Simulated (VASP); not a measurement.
Runs of VASP 6.6.1 on Re. The structure is that of space group P6_3/mmc (No. 194), or close to it. The cells are those of the table. 

| task | level | spin | cell | k mesh | cutoff (eV) | smearing | grid for exact exchange (PRECFOCK) | share of exact exchange | screening parameter | gap on the mesh (eV) | pressure (GPa) | relaxed volume (Å³/atom) |
| --- | --- | --- | --- | --- | --- | --- | --- | --- | --- | --- | --- | --- |
| single point | PBEsol-based global hybrid with 25 % exact exchange | off | a = 2.745, b = 2.745, c = 4.382 Å, angles 90.0, 90.0, 120.0°, 2 atoms | 6 × 6 × 3 | 520 | fermi-dirac 0.05 eV | Normal | 0.25 | - | none | -4.4 | - |
| single point | revPBE | off | a = 2.761, b = 2.761, c = 4.458 Å, angles 90.0, 90.0, 120.0°, 2 atoms | 11 × 11 × 6 | 520 | fermi-dirac 0.05 eV | - | - | - | none | 8.3 | - |
| single point | PBE-based screened hybrid with 25 % exact exchange | off | a = 2.776, b = 2.776, c = 4.372 Å, angles 90.0, 90.0, 120.0°, 2 atoms | 6 × 6 × 3 | 520 | fermi-dirac 0.05 eV | Normal | 0.25 | 0.3 1/Å | none | -4.0 | - |
| single point | PBE+D3(BJ) | off | a = 2.757, b = 2.757, c = 4.456 Å, angles 90.0, 90.0, 120.0°, 2 atoms | 11 × 11 × 6 | 520 | fermi-dirac 0.05 eV | - | - | - | none | (b) | - |
| single point | PBEsol | off | a = 2.761, b = 2.761, c = 4.458 Å, angles 90.0, 90.0, 120.0°, 2 atoms | 11 × 11 × 6 | 520 | fermi-dirac 0.05 eV | - | - | - | none | (a) | - |
| relaxation of cell and atoms | RPBE | off | relaxed from a = 2.761, b = 2.761, c = 4.458 Å, angles 90.0, 90.0, 120.0°, 2 atoms | 11 × 11 × 6 | 600 | fermi-dirac 0.05 eV | - | - | - | none | 0.0 | 15.09 |
| single point | r2SCAN | non-collinear, zero start, SOC | a = 2.761, b = 2.761, c = 4.458 Å, angles 90.0, 90.0, 120.0°, 2 atoms | 8 × 8 × 5 | 520 | fermi-dirac 0.05 eV | - | - | - | - | 0.4 | - |
| single point | PBEsol | off | a = 2.728, b = 2.728, c = 4.407 Å, angles 90.0, 90.0, 120.0°, 2 atoms | 11 × 11 × 6 | 520 | fermi-dirac 0.05 eV | - | - | - | none | 10.2 | - |
| relaxation of cell and atoms | BLYP+D4 | off | relaxed from a = 2.761, b = 2.761, c = 4.458 Å, angles 90.0, 90.0, 120.0°, 2 atoms | 11 × 11 × 6 | 600 | fermi-dirac 0.05 eV | - | - | - | none | 0.0 | 15.02 |
| single point | PBEsol-based global hybrid with 25 % exact exchange | off | a = 2.761, b = 2.761, c = 4.458 Å, angles 90.0, 90.0, 120.0°, 2 atoms | 6 × 6 × 3 | 520 | fermi-dirac 0.05 eV | Normal | 0.25 | - | none | -16.0 | - |
| relaxation of cell and atoms | revPBE+D3(BJ) | off | relaxed from a = 2.761, b = 2.761, c = 4.458 Å, angles 90.0, 90.0, 120.0°, 2 atoms | 11 × 11 × 6 | 600 | fermi-dirac 0.05 eV | - | - | - | none | 0.0 | (c) |
| single point | PBE | off | a = 2.761, b = 2.761, c = 4.458 Å, angles 90.0, 90.0, 120.0°, 2 atoms | 11 × 11 × 6 | 520 | gaussian 0.023 eV | - | - | - | none | 5.4 | - |

Alike in all rows: potentials or basis VASP PAW PBE potentials, release 64 (Re).

Question: Estimate the missing entries.

Answer: (a) -4.3; (b) -0.5; (c) 14.53.

Caveats: some runs use coarse meshes; spin-orbit coupling is left out, which moves the levels of the heavy elements (at least some runs); the PAW data sets were made with another functional, which shifts forces and pressure a little (at least some runs); the cell stands under pressure (at least some runs); the cell stands under tension (at least some runs).

A k mesh can miss the band edges, and rows without SOC leave out spin-orbit coupling on Re.

A gap of «none» marks levels without a gap at the run's occupations.
